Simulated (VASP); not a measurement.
A run of VASP 6.6.1 is set up as follows.

The input POSCAR:

```
GaN
1.0
    0.0000000000      2.2489525411      2.2039734903
    2.2489525411      0.0000000000      2.2039734903
    2.2489525411      2.2489525411      0.0000000000
Ga N
1 1
Direct
    0.0000000000      0.0000000000      0.0000000000
    0.2500000000      0.2500000000      0.2500000000
```

INCAR.step1

```
PREC = Accurate
ENCUT = 520
EDIFF = 1E-5
ISMEAR = 0
SIGMA = 0.01
LREAL = False
LASPH = True
NELM = 80
ALGO = Normal
ISIF = 2
LWAVE = True
NBANDS = 16
GGA = PE
```

Contents of INCAR.step2:

```
PREC = Accurate
ENCUT = 520
EDIFF = 1E-7
ISMEAR = 0
SIGMA = 0.01
LREAL = False
LASPH = True
NELM = 80
ALGO = Normal
ISIF = 2
LWAVE = False
LCHARG = True
GGA = PE
LHFCALC = True
HFSCREEN = 0.2079
PRECFOCK = Normal
LELF = True
LVHAR = True
NBANDS = 16
ISTART = 1
```

Contents of KPOINTS:

```
Automatic mesh
0
Gamma
  6 6 6
```

Potentials or basis: VASP PAW PBE potentials, release 64 (Ga_d, N).

Launch:

```sh
$ cat potpaw_PBE.64/Ga_d/POTCAR potpaw_PBE.64/N/POTCAR > POTCAR
$ cp INCAR.step1 INCAR
$ mpirun -np 1 vasp_std > vasp.out
$ cp INCAR.step2 INCAR
$ mpirun -np 1 vasp_std > vasp.out
```

Task: Estimate the pressure.

Result: 4.0 GPa.

Task: Predict the band gap on the k mesh.

Result: 3.11 eV.

Stress tensor (GPa, compression positive):
```
3.14 0.00 0.00
0.00 3.14 0.00
0.00 0.00 5.69
```

Caveat: the cell differs from its parent crystal (uniaxial z strain -2.0%); the cell stands under pressure; the structure was generated, so it needn't be the stable form of GaN; the PAW data sets were made with another functional, which shifts forces and pressure a little.
